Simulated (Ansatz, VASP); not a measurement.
**One calculation of SbC2, two programs**

```xyz
3
Lattice="-2.0933 2.0933 3.0728 2.0933 -2.0933 3.0728 2.0933 2.0933 -3.0728" Properties=species:S:1:pos:R:3 pbc="T T T"
Sb    0.0000    0.0000    0.0000
C     0.0000    0.0000    3.7141
C     0.0000    0.0000    2.4314
```

Alike in both runs: functional PBE; k mesh 16 × 16 × 16; occupations gaussian, width 0.1 eV; no spin polarisation.

Ansatz relaxed the structure, and its values are those at the end. VASP's run is a single point on that final structure, the one shown.

```csv
,VASP,Ansatz
version,VASP 6.6.1,Ansatz 0.2.0
potentials or method,"VASP PAW PBE potentials, release 64 (Sb, C), cutoff 520 eV","scalar-relativistic, plane waves, PAW"
valence electrons in the cell,13,23
```

VASP gave:

| Property | Result |
| --- | --- |
| gap on the k mesh at the Fermi level (eV) | none |
| pressure (GPa) | 0.0 |
| rms of the force components (eV/Å) | 0.049 |

Problem. What did Ansatz give for the same quantities?

Solution. gap on the k mesh at the Fermi level (eV): none; pressure (GPa): 0.0; rms of the force components (eV/Å): 0.000.

A gap of «none» marks a metal or a gap that the smearing closes. VASP's potentials hold 13 valence electrons a cell and Ansatz's 23, so a difference there can come from the potentials and not from the codes.

Neither program's run includes spin-orbit coupling.
